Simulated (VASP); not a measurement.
# Al (P6_3/mmc) in VASP: notebook, part 2 of 2

VASP 6.6.1. Earlier steps stand in the parts before.

**5. Single point, PBE+D3(BJ) (14.90 Å³/atom)**

This run uses another cell than the first one, of 14.90 Å³/atom.

Input file INCAR:

```
  PREC = Accurate
  ENCUT = 520
  EDIFF = 1E-6
  ISMEAR = 0
  SIGMA = 0.15
  LREAL = False
  LASPH = True
  NELM = 100
  ALGO = Normal
  ISIF = 2
  LWAVE = False
  LCHARG = False
  GGA = PE
  IVDW = 12
  NBANDS = 14
```

Input file KPOINTS:

```
Automatic mesh
0
Gamma
  18 18 6
```

Input file POSCAR:

```
Al
1.0
    2.6842796332      0.0000000000      0.0000000000
   -1.3421398166      2.3246543532      0.0000000000
    0.0000000000      0.0000000000      9.5493247950
Al
4
Direct
    0.0000000000      0.0000000000      0.0000000000
    0.3333333333      0.6666666667      0.2500000000
    0.0000000000      0.0000000000      0.5000000000
    0.6666666667      0.3333333333      0.7500000000
```

Potentials or basis: VASP PAW PBE potentials, release 64 (Al).

Launch:

```
$ cat potpaw_PBE.64/Al/POTCAR > POTCAR
$ mpirun -np 1 vasp_std > vasp.out
```

OUTCAR:

```text
PREC = Accurate
   ENCUT = 520
   EDIFF = 1E-6
   ISMEAR = 0
   LREAL = False
   LASPH = True
   NELM = 100
   ISIF = 2
   GGA = PE
   IVDW = 12
 IVDW          = 12

 ion  position               nearest neighbor table
   1  0.000  0.000  0.000-   2 2.85   4 2.85   2 2.85   4 2.85   4 2.85   2 2.85
   2  0.333  0.667  0.250-   1 2.85   3 2.85   1 2.85   3 2.85   1 2.85   3 2.85
   3  0.000  0.000  0.500-   2 2.85   4 2.85   2 2.85   4 2.85   4 2.85   2 2.85
   4  0.667  0.333  0.750-   1 2.85   3 2.85   1 2.85   3 2.85   1 2.85   3 2.85

  LATTYP: Found a hexagonal cell.
 ALAT       =     2.6842796332
 C/A-ratio  =     3.5575000000

  Lattice vectors:

 A1 = (   2.6842796332,   0.0000000000,   0.0000000000)
 A2 = (  -1.3421398166,   2.3246543532,   0.0000000000)
 A3 = (   0.0000000000,   0.0000000000,   9.5493247950)

Analysis of symmetry for initial positions (statically):
=====================================================================
 Subroutine PRICEL returns:
 Original cell was already a primitive cell.

 Routine SETGRP: Setting up the symmetry group for a
 hexagonal supercell.

 Subroutine GETGRP returns: Found 24 space group operations
 (whereof 12 operations were pure point group operations)
 out of a pool of 24 trial point group operations.

The static configuration has the point symmetry D_3d.
 The point group associated with its full space group is D_6h.

Analysis of symmetry for dynamics (positions and initial velocities):
=====================================================================
 Subroutine PRICEL returns:
 Original cell was already a primitive cell.

 Routine SETGRP: Setting up the symmetry group for a
 hexagonal supercell.

 Subroutine GETGRP returns: Found 24 space group operations
 (whereof 12 operations were pure point group operations)
 out of a pool of 24 trial point group operations.

The dynamic configuration has the point symmetry D_3d.
[... 134 lines left out ...]
   LRPA    =     F    only Hartree local field effects (RPA)
 non-spin polarized calculation
 Gauss-broadening in eV      SIGMA  =   0.15
  energy-cutoff  :      520.00
  volume of cell :       59.59
 maximum number of plane-waves:      1638
 NGX is ok and might be reduce to    20
   NGX =  9   NGY =  9   NGZ = 35

 number of electron      12.0000000 magnetization

 Free energy of the ion-electron system (eV)
  ---------------------------------------------------
  ext. energy  EPLUGINS =         0.00000000
  ---------------------------------------------------
  free energy    TOTEN  =       -14.65020489 eV

  energy without entropy =      -14.63238777  energy(sigma->0) =      -14.64129633

 E-fermi :   9.0640     XC(G=0): -10.5686

 val. band max:        9.0444669153   @ k =   0.4444   0.0556   0.3333
 cond. band min:       9.0782568480   @ k =   0.2222   0.1111   0.5000
 fundamental gap:      0.0337899327
 Fermi energy:         9.0640124450

 k-point     1 :       0.0000    0.0000    0.0000
  band No.  band energies     occupation
      1      -2.7574      2.00000
      2      -1.1465      2.00000
      3      -1.1458      2.00000
      4       3.5115      2.00000
      5       3.6500      2.00000
      6      11.1501      0.00000
      7      11.1562      0.00000
      8      20.2841      0.00000
      9      21.7971      0.00000
     10      21.8501      0.00000
     11      21.8501      0.00000
     12      21.9562      0.00000
     13      21.9562      0.00000
     14      22.6574      0.00000
[... 377 lines left out ...]
      1       2.7675      2.00000
      2       4.2678      2.00000
      3       4.2785      2.00000
      4       5.6006      2.00000
      5       7.1859      2.00000
      6       7.2563      2.00000
      7       8.9555      1.69350
      8       9.1117      0.65286
      9      11.4087      0.00000
     10      11.7830      0.00000
     11      13.4013      0.00000
     12      14.1357      0.00000
     13      14.6128      0.00000
     14      16.6235      0.00000

 [... further k-points ...]

------------------------ aborting loop because EDIFF is reached ----------------------------------------

 Edisp (eV)   -1.49698

 E8    (eV) :    -0.6707

  FORCE on cell =-STRESS in cart. coord.  units (eV):
  Direction    XX          YY          ZZ          XY          YZ          ZX
  --------------------------------------------------------------------------------------
  -------------------------------------------------------------------------------------
  Total       3.86158     3.86158     0.29926     0.00000     0.00000     0.00000
  in kB     103.82853   103.82853     8.04629     0.00000     0.00000     0.00000
  external pressure =       71.90 kB  Pullay stress =        0.00 kB

 VOLUME and BASIS-vectors are now :
 -----------------------------------------------------------------------------
  energy-cutoff  :      520.00
  volume of cell :       59.59
      direct lattice vectors                 reciprocal lattice vectors
     2.684279633  0.000000000  0.000000000     0.372539428  0.215085739  0.000000000
    -1.342139817  2.324654353  0.000000000     0.000000000  0.430171478  0.000000000
     0.000000000  0.000000000  9.549324795     0.000000000  0.000000000  0.104719446

 POSITION                                       TOTAL-FORCE (eV/Angst)
 -----------------------------------------------------------------------------------
      0.00000      0.00000      0.00000        -0.000000     -0.000000      0.000000
     -0.00000      1.54977      2.38733         0.000000      0.000000     -0.000000
      0.00000      0.00000      4.77466        -0.000000     -0.000000      0.000000
      1.34214      0.77488      7.16199        -0.000000      0.000000      0.000000
 -----------------------------------------------------------------------------------
    total drift:                               -0.000000      0.000000     -0.000000

  FREE ENERGIE OF THE ION-ELECTRON SYSTEM (eV)
  ---------------------------------------------------
  free  energy   TOTEN  =       -16.1471801273 eV

  energy  without entropy=      -16.1293630037  energy(sigma->0) =      -16.13827157
```

stdout:

```text
POSCAR found type information on POSCAR Al
 POSCAR found :  1 types and       4 ions
 scaLAPACK will be used
 LDA part: xc-table for (Slater+PW92), standard interpolation
 POSCAR, INCAR and KPOINTS ok, starting setup
 FFT: planning ... GRIDC
 FFT: planning ... GRID_SOFT
 FFT: planning ... GRID
 WAVECAR not read
 entering main loop
```

Wall time 38 s (1 thread of AMD EPYC 9R45 (Zen 5), shared host); peak memory 0.21 GiB.

Results:

```
Free energy                : -16.1472 eV
Pressure                   : 7.2 GPa
Band gap on the k mesh     : zero (bands 6 and 7 overlap by 4.44 eV)
Dispersion energy per atom : -0.374 eV
```

Levels at points of the mesh, in eV from the Fermi level:
```
           k point  band 4  band 5  band 6  band 7  band 8  band 9
(0.00, 0.00, 0.00)   -5.55   -5.41    2.09    2.09   11.22   12.73
(0.50, 0.00, 0.00)   -4.00   -3.20   -3.13    0.82    0.84    1.16
(0.00, 0.00, 0.50)   -8.22   -2.03   -2.03    6.80    6.80   12.98
(0.50, 0.00, 0.50)   -4.71   -1.95   -1.95   -1.24   -1.24    4.15
```

Caveat: the cell stands under pressure.

**6. Overview**

| cell | gap on the mesh (eV) | pressure (GPa) |
| --- | --- | --- |
| a = 2.756, b = 2.756, c = 8.868 Å, angles 90.0, 90.0, 120.0°, 4 atoms | none | 8.6 |
| a = 2.683, b = 2.683, c = 9.355 Å, angles 90.0, 90.0, 120.0°, 4 atoms | none | 9.3 |
| a = 2.793, b = 2.793, c = 8.635 Å, angles 90.0, 90.0, 120.0°, 4 atoms | none | 9.0 |
| a = 2.684, b = 2.684, c = 9.549 Å, angles 90.0, 90.0, 120.0°, 4 atoms | none | 7.2 |

Alike in all rows: task single point; level PBE+D3(BJ); potentials or basis VASP PAW PBE potentials, release 64 (Al); no spin polarisation; k mesh 18 × 18 × 6; cutoff (eV) 520; smearing gaussian 0.15 eV.

Caveats: the cell stands under pressure.

Absolute energies hang on the potentials; compare differences alone.
